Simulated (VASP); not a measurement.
Si, 3 atoms in the cell. It takes space group P6/mmm (No. 191, hexagonal). Conventional cell: a = 3.580 Å, b = 3.580 Å, c = 2.214 Å, α = 90.00°, β = 90.00°, γ = 120.00°. Si (site symmetry 6/mmm) has 14 Si at 2.21 to 2.34 Å within 2.9 Å. Si (site symmetry -6m2) has 11 Si at 2.07 to 2.34 Å within 2.7 Å. 

* Program: VASP 6.6.1
* Task: relaxation of cell and atoms
* Functional: PBE
* Potentials or basis: VASP PAW PBE potentials, release 64 (Si)
* Cutoff: 600 eV
* k mesh: 6 × 6 × 8
* Occupations: gaussian, width 0.1 eV
* Spin: no spin polarisation
* Dipole correction: no
* Further INCAR settings: ALGO = Normal; EDIFF = 1e-07; IBRION = 2; EDIFFG = -0.05; NSW = 80; ISIF = 3

Potentials or basis: VASP PAW PBE potentials, release 64 (Si).

Run with:

```console
$ cat potpaw_PBE.64/Si/POTCAR > POTCAR
$ mpirun -np 1 vasp_std > vasp.out
```

Hardware: 1 thread of Intel(R) Xeon(R) Platinum 8488C (Sapphire Rapids) (shared host).

How long does it take, and how much memory?

Run time: 20 s on 1 thread of Intel(R) Xeon(R) Platinum 8488C (Sapphire Rapids), with other jobs on the host, peak memory 0.13 GiB. Counts: scf iterations 39, k points 35, ion steps 4.
